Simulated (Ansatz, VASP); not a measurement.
Si: VASP beside Ansatz

Contents of INCAR:

```
SYSTEM = Si
  PREC = Accurate
  ENCUT = 500
  EDIFF = 1E-6
  ISMEAR = 0
  SIGMA = 0.03
  LREAL = .FALSE.
  LASPH = .TRUE.
  NELM = 120
  ALGO = Normal
  ISIF = 2
  LWAVE = .FALSE.
  LCHARG = .FALSE.
  GGA = CA
  NBANDS = 16
  GGA_COMPAT = .FALSE.
```

The input KPOINTS:

```
Automatic mesh
0
G
  10 10 10
  0 0 0
```

The input POSCAR:

```
Si
1.0
   -3.3012718576      3.3012718576      1.9083649472
    3.3012718576     -3.3012718576      1.9083649472
    3.3012718576      3.3012718576     -1.9083649472
Si
4
Direct
    0.1852690968      0.1852690968      0.3705381937
    0.8147309032      0.8147309032      0.6294618063
    0.1724175630      0.8275824370      0.0000000000
    0.8275824370      0.1724175630      0.0000000000
```

Input for Ansatz:

```yaml
crystal:
  lattice:
    - [-3.3012718576, 3.3012718576, 1.9083649472]
    - [3.3012718576, -3.3012718576, 1.9083649472]
    - [3.3012718576, 3.3012718576, -1.9083649472]
  atoms:
    - { symbol: Si, position: [0.1852690968, 0.1852690968, 0.3705381937] }
    - { symbol: Si, position: [0.8147309032, 0.8147309032, 0.6294618063] }
    - { symbol: Si, position: [0.172417563, 0.827582437, 0.0] }
    - { symbol: Si, position: [0.827582437, 0.172417563, 0.0] }
basis:
  ecutwfc: 420
kpoints:
  mp_grid: { grid: [10, 10, 10] }
hamiltonian:
  xc: lda
scf:
  occupations: { method: gaussian, width: 0.03 }
output:
  forces: true
  stress: true
  eigenvalues: true
```

Change from the starting cell: mode 8 (404.8 1/cm) frozen in, largest displacement -0.060 Å.

Alike in both runs: task single point; functional LDA; k mesh 10 × 10 × 10; occupations gaussian, width 0.03 eV; no spin polarisation.

|  | VASP | Ansatz |
| --- | --- | --- |
| version | VASP 6.6.1 | Ansatz 0.2.0 |
| potentials or method | VASP PAW LDA potentials, release 64 (Si), cutoff 500 eV | scalar-relativistic, plane waves, PAW |
| valence electrons in the cell | 16 | 16 |

|  | VASP | Ansatz | Ansatz less VASP |
| --- | --- | --- | --- |
| gap on the k mesh at the Fermi level (eV) | none | none | - |
| pressure (GPa) | 0.2 | 0.2 | -0.04 |
| traceless stress, the component that is largest in VASP (GPa) | 1.78 | 1.77 | -0.008 |
| rms of the force components (eV/Å) | 0.580 | 0.580 | -0.0002 |

LDA's correlation is that of Perdew and Zunger in VASP and of Perdew and Wang (1992) in Ansatz. Atom by atom the forces differ by 0.002 eV/Å (rms over components). A gap of «none» marks a metal or a gap that the smearing closes.
